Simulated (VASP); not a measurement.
# WC (P-6m2) in VASP: single point with r2SCAN

Aim: the single point of WC with r2SCAN.

All numbers are computed with VASP 6.6.1; they aren't measurements. Logs are shortened: lines on timing, memory, paths and dates and some standing lists are left out, and cuts for length are marked.

## 1. The cell of the first run

Symmetry: P-6m2, No. 187, hexagonal system. Conventional cell: a = 2.939 Å, b = 2.939 Å, c = 2.867 Å, α = 90.00°, β = 90.00°, γ = 120.00°. W (site symmetry -6m2) has 6 C at 2.22 Å and 2 W at 2.87 Å within 2.9 Å. Within 2.9 Å of C (site symmetry -6m2) lie 6 W at 2.22 Å and 2 C at 2.87 Å.

## 2. Single point, r2SCAN

POSCAR reads:

```
WC
1.0
    2.9386661100      0.0000000000      0.0000000000
   -1.4693330600      2.5449638400      0.0000000000
    0.0000000000      0.0000000000      2.8667690500
W C
1 1
Direct
    0.0000000000      0.0000000000      0.0000000000
    0.6666700000      0.3333300000      0.5000000000
```

INCAR.step1 reads:

```
ALGO     = Normal         # electronic algorithm
EDIFF    = 1E-4           # SCF threshold, eV
ENCUT    = 520            # plane-wave cutoff, eV
GGA      = PE             # functional
ISMEAR   = -1             # smearing method
LASPH    = True           # aspherical terms in the spheres
LCHARG   = False          # write CHGCAR
LREAL    = False          # projectors in reciprocal space
LWAVE    = True           # write WAVECAR
NBANDS   = 16             # bands
NELM     = 80             # most SCF steps
PREC     = Accurate       # precision mode
SIGMA    = 0.1            # smearing width, eV
```

INCAR.step2 reads:

```
ALGO     = Normal         # electronic algorithm
EDIFF    = 1E-6           # SCF threshold, eV
ENCUT    = 520            # plane-wave cutoff, eV
ISIF     = 2              # what is computed and relaxed
ISMEAR   = -1             # smearing method
ISTART   = 1            
LASPH    = True           # aspherical terms in the spheres
LCHARG   = False          # write CHGCAR
LMIXTAU  = True         
LREAL    = False          # projectors in reciprocal space
LWAVE    = False          # write WAVECAR
METAGGA  = R2SCAN         # meta-GGA
NBANDS   = 16             # bands
NELM     = 80             # most SCF steps
PREC     = Accurate       # precision mode
SIGMA    = 0.1            # smearing width, eV
```

KPOINTS reads:

```
k-points
0
Gamma
  13 13 12
```

Potentials or basis: VASP PAW PBE potentials, release 64 (W_sv, C).

Command:

```sh
> cat potpaw_PBE.64/W_sv/POTCAR potpaw_PBE.64/C/POTCAR > POTCAR
> cp INCAR.step1 INCAR
> mpirun -np 1 vasp_std > vasp.out
> cp INCAR.step2 INCAR
> mpirun -np 1 vasp_std > vasp.out
```

OUTCAR:

```text
EDIFF = 1E-6
   ENCUT = 520
   ISIF = 2
   ISMEAR = -1
   ISTART = 1
   LASPH = True
   LREAL = False
   METAGGA = R2SCAN
   NELM = 80
   PREC = Accurate

 ion  position               nearest neighbor table
   1  0.000  0.000  0.000-   2 2.22   2 2.22   2 2.22   2 2.22   2 2.22   2 2.22
   2  0.667  0.333  0.500-   1 2.22   1 2.22   1 2.22   1 2.22   1 2.22   1 2.22

  LATTYP: Found a hexagonal cell.
 ALAT       =     2.9386661100
 C/A-ratio  =     0.9755341174

  Lattice vectors:

 A1 = (   2.9386661100,   0.0000000000,   0.0000000000)
 A2 = (  -1.4693330600,   2.5449638400,   0.0000000000)
 A3 = (   0.0000000000,   0.0000000000,   2.8667690500)

Analysis of symmetry for initial positions (statically):
=====================================================================
 Subroutine PRICEL returns:
 Original cell was already a primitive cell.

 Routine SETGRP: Setting up the symmetry group for a
 hexagonal supercell.

 Subroutine GETGRP returns: Found  4 space group operations
 (whereof  4 operations were pure point group operations)
 out of a pool of 24 trial point group operations.

The static configuration has the point symmetry C_2v.

Analysis of symmetry for dynamics (positions and initial velocities):
=====================================================================
 Subroutine PRICEL returns:
 Original cell was already a primitive cell.

 Routine SETGRP: Setting up the symmetry group for a
 hexagonal supercell.

 Subroutine GETGRP returns: Found  4 space group operations
 (whereof  4 operations were pure point group operations)
 out of a pool of 24 trial point group operations.

The dynamic configuration has the point symmetry C_2v.

 Subroutine INISYM returns: Found  4 space group operations
 (whereof  4 operations are pure point group operations),
 and found     1 'primitive' translations

----------------------------------------------------------------------------------------

                                     Primitive cell

  volume of cell :      21.4400

  direct lattice vectors                    reciprocal lattice vectors
     2.938666110  0.000000000  0.000000000     0.340290446  0.196466446  0.000000000
    -1.469333060  2.544963840  0.000000000     0.000000000  0.392932891  0.000000000
     0.000000000  0.000000000  2.866769050     0.000000000  0.000000000  0.348824751

  length of vectors
     2.938666110  2.938669867  2.866769050     0.392933394  0.392932891  0.348824751

  position of ions in fractional coordinates (direct lattice)
     0.000000000  0.000000000  0.000000000
     0.666670000  0.333330000  0.500000000

  ion indices of the primitive-cell ions
   primitive index   ion index
                 1           1
                 2           2

----------------------------------------------------------------------------------------

 KPOINTS: k-points

Automatic generation of k-mesh.
 Grid dimensions read from file:
 generate k-points for:   13   13   12

 Generating k-lattice:

  Cartesian coordinates                     Fractional coordinates (reciprocal lattice)
     0.026176188  0.015112804  0.000000000     0.076923077 -0.000000000  0.000000000
     0.000000000  0.030225607  0.000000000     0.000000000  0.076923077  0.000000000
     0.000000000  0.000000000  0.029068729     0.000000000  0.000000000  0.083333333

  Length of vectors
     0.030225646  0.030225607  0.029068729

  Shift w.r.t. Gamma in fractional coordinates (k-lattice)
     0.000000000  0.000000000  0.000000000

 Subroutine IBZKPT returns following result:
 ===========================================

 Found    343 irreducible k-points:

 Following reciprocal coordinates:
            Coordinates               Weight
  0.000000  0.000000  0.000000      1.000000
  0.076923 -0.000000  0.000000      4.000000
 -0.076923  0.076923  0.000000      2.000000
  0.153846 -0.000000  0.000000      4.000000
 -0.153846  0.153846  0.000000      2.000000
  0.230769 -0.000000  0.000000      4.000000
[... 16 lines left out ...]
 -0.076923  0.384615  0.000000      4.000000
 -0.384615  0.307692  0.000000      4.000000
 [... further k-points ...]
   k-points           NKPTS =    343   k-points in BZ     NKDIM =    343   number of bands    NBANDS=     16
   number of dos      NEDOS =    301   number of ions     NIONS =      2
   total plane-waves  NPLWV =  13824
   dimension x,y,z NGX =    24 NGY =   24 NGZ =   24
   dimension x,y,z NGXF=    48 NGYF=   48 NGZF=   48
   ions per type =               1   1
   NGX,Y,Z   is equivalent  to a cutoff of  13.58, 13.58, 13.92 a.u.
   NGXF,Y,Z  is equivalent  to a cutoff of  27.15, 27.15, 27.84 a.u.
 SYSTEM =  unknown system
   PREC   = accura    normal or accurate (medium, high low for compatibility)
   ISTART =      1    job   : 0-new  1-cont  2-samecut
   ICHARG =      0    charge: 1-file 2-atom 10-const
   ISPIN  =      1    spin polarized calculation?
   LNONCOLLINEAR =      F non collinear calculations
   LSORBIT =      F    spin-orbit coupling
   LASPH  =      T    aspherical Exc in radial PAW
   ENCUT  =  520.0 eV  38.22 Ry    6.18 a.u.   5.46  5.46  5.33*2*pi/ulx,y,z
   NELM   =     80;   NELMIN=  2; NELMDL=  0     # of ELM steps
   EDIFF  = 0.1E-05   stopping-criterion for ELM
   LREAL  =      F    real-space projection
   EDIFFG = 0.1E-04   stopping-criterion for IOM
   NSW    =      0    number of steps for IOM
   IBRION =     -1    ionic relax: 0-MD 1-quasi-New 2-CG
   NFREE  =      0    steps in history (QN), initial steepest desc. (CG)
   ISIF   =      2    stress and relaxation
   ISYM   =      2    0-nonsym 1-usesym 2-fastsym
   POTIM  = 0.5000    time-step for ionic-motion
   TEBEG  =    0.0;   TEEND  =   0.0 temperature during run
   PSTRESS=    0.0 pullay stress
   NELECT =      18.0000    total number of electrons
   NUPDOWN=      -1.0000    fix difference up-down
   EMIN   =  10.00;   EMAX   =-10.00  energy-range for DOS
   EFERMI =   0.00;   METHOD = LEGACY
   ISMEAR =    -1;   SIGMA  =   0.10  broadening in eV -4-tet -1-fermi 0-gaus
   EFERMI_NEDOS =   21; number of points for ismear=-14 and -15
   IALGO  =     38    algorithm
   IMIX   =      4    mixing-type and parameters
     AMIX     =   0.40;   BMIX     =  1.00
     AMIX_MAG =   1.60;   BMIX_MAG =  1.00
  volume/ion in A,a.u.               =      10.72        72.34
  Fermi-wavevector in a.u.,A,eV,Ry     =   1.544392  2.918477 32.451880  2.385146
  Thomas-Fermi vector in A             =   2.649919
   LORBIT       =      0    0 simple, 1 ext, 2 COOP (PROOUT), +10 PAW based schemes
   METAGGA = R2SCAN    functional components
   LHFCALC =     F    Hartree Fock is set to
   AEXX    =    0.0000 exact exchange contribution
   IVDW    =     0    specifies the selected vdW correction
   LEPSILON=     F    determine dielectric tensor
   LRPA    =     F    only Hartree local field effects (RPA)
 non-spin polarized calculation
  energy-cutoff  :      520.00
  volume of cell :       21.44
 maximum number of plane-waves:       599
 NGX is ok and might be reduce to    24
   NGX = 11   NGY = 11   NGZ = 11

 number of electron      18.0000000 magnetization

 Free energy of the ion-electron system (eV)
  ---------------------------------------------------
  ext. energy  EPLUGINS =         0.00000000
  ---------------------------------------------------
  free energy    TOTEN  =       -61.60264080 eV

  energy without entropy =      -61.59358384  energy(sigma->0) =      -61.59811232

 E-fermi :  10.5147     XC(G=0): -14.7625

 val. band max:       10.4809414899   @ k =   0.0000   0.0000   0.3333
 cond. band min:      10.5262570086   @ k =  -0.4615   0.4615   0.5000
 fundamental gap:      0.0453155187
 Fermi energy:        10.5146898503

 k-point     1 :       0.0000    0.0000    0.0000
  band No.  band energies     occupation
      1     -65.5133      2.00000
      2     -28.8203      2.00000
      3     -28.7256      2.00000
      4     -28.7255      2.00000
      5      -4.4818      2.00000
      6       6.2025      2.00000
[... 8 lines left out ...]
     15      25.4465      0.00000
     16      27.7868      0.00000

 k-point     2 :       0.0769   -0.0000    0.0000
  band No.  band energies     occupation
      1     -65.5101      2.00000
      2     -28.8144      2.00000
      3     -28.7718      2.00000
      4     -28.7360      2.00000
      5      -4.3286      2.00000
      6       6.2520      2.00000
[... 8 lines left out ...]
     15      25.1362      0.00000
     16      28.1207      0.00000

 k-point     3 :      -0.0769    0.0769    0.0000
  band No.  band energies     occupation
      1     -65.5101      2.00000
      2     -28.8144      2.00000
      3     -28.7718      2.00000
      4     -28.7360      2.00000
      5      -4.3286      2.00000
      6       6.2520      2.00000
[... 8 lines left out ...]
     15      25.1362      0.00000
     16      28.1205      0.00000

 k-point     4 :       0.1538   -0.0000    0.0000
  band No.  band energies     occupation
      1     -65.5011      2.00000
      2     -28.8984      2.00000
      3     -28.7979      2.00000
      4     -28.7649      2.00000
      5      -3.8915      2.00000
      6       5.9284      2.00000
[... 8 lines left out ...]
     15      24.8207      0.00000
     16      29.0492      0.00000
[... 324 lines left out ...]
 k-point    22 :       0.3077    0.0769    0.0000
  band No.  band energies     occupation
      1     -65.4681      2.00000
      2     -29.3299      2.00000
      3     -28.8909      2.00000
      4     -28.7366      2.00000
      5      -1.9931      2.00000
      6       4.0276      2.00000
[... 8 lines left out ...]
     15      26.0530      0.00000
     16      27.5932      0.00000

 k-point    23 :      -0.0769    0.3846    0.0000
  band No.  band energies     occupation
      1     -65.4681      2.00000
      2     -29.3299      2.00000
      3     -28.8909      2.00000
      4     -28.7366      2.00000
      5      -1.9931      2.00000
      6       4.0276      2.00000
[... 8 lines left out ...]
     15      26.0530      0.00000
     16      27.5932      0.00000

 k-point    24 :      -0.3846    0.3077    0.0000
  band No.  band energies     occupation
      1     -65.4681      2.00000
      2     -29.3299      2.00000
      3     -28.8909      2.00000
      4     -28.7366      2.00000
      5      -1.9931      2.00000
      6       4.0276      2.00000
[... 8 lines left out ...]
     15      26.0531      0.00000
     16      27.5932      0.00000

 [... further k-points ...]

------------------------ aborting loop because EDIFF is reached ----------------------------------------

  FORCE on cell =-STRESS in cart. coord.  units (eV):
  Direction    XX          YY          ZZ          XY          YZ          ZX
  --------------------------------------------------------------------------------------
  -------------------------------------------------------------------------------------
  Total       -1.1270484     -1.1271289     -1.5228806     -0.0000663      0.0000000      0.0000000
  in kB      -84.2225899    -84.2286000   -113.8025149     -0.0049562      0.0000000      0.0000000
  external PRESSURE =     -94.0845683 kB  Pullay stress =       0.0000000 kB

 VOLUME and BASIS-vectors are now :
 -----------------------------------------------------------------------------
  energy-cutoff  :      520.00
  volume of cell :       21.44
      direct lattice vectors                 reciprocal lattice vectors
     2.938666110  0.000000000  0.000000000     0.340290446  0.196466446  0.000000000
    -1.469333060  2.544963840  0.000000000     0.000000000  0.392932891  0.000000000
     0.000000000  0.000000000  2.866769050     0.000000000  0.000000000  0.348824751

 POSITION                                       TOTAL-FORCE (eV/Angst)
 -----------------------------------------------------------------------------------
      0.00000      0.00000      0.00000         0.000210     -0.000121      0.000000
      1.46935      0.84831      1.43338        -0.000210      0.000121      0.000000
 -----------------------------------------------------------------------------------
    total drift:                                0.000002      0.000014      0.000000

  FREE ENERGIE OF THE ION-ELECTRON SYSTEM (eV)
  ---------------------------------------------------
  free  energy   TOTEN  =       -61.6026407965 eV

  energy  without entropy=      -61.5935838449  energy(sigma->0) =      -61.59811232
```

Run time: 1.7 min. Hardware: 1 thread of Intel Xeon 6975P-C (Granite Rapids), shared host; peak memory 0.23 GiB.

Results:

```yaml
Free_energy: -61.6026 eV
Pressure: -9.4 GPa
Band_gap_on_the_k_mesh: zero (band 9 reaches 11.25 eV, above the bottom of band 10 at 9.97 eV)
```

Stress tensor (GPa, compression positive):
```
 -8.42   0.00   0.00
  0.00  -8.42   0.00
  0.00   0.00 -11.38
```

Caveat: the PAW data sets were made with another functional, which shifts forces and pressure a little; spin-orbit coupling is left out, which moves the levels of the heavy elements.
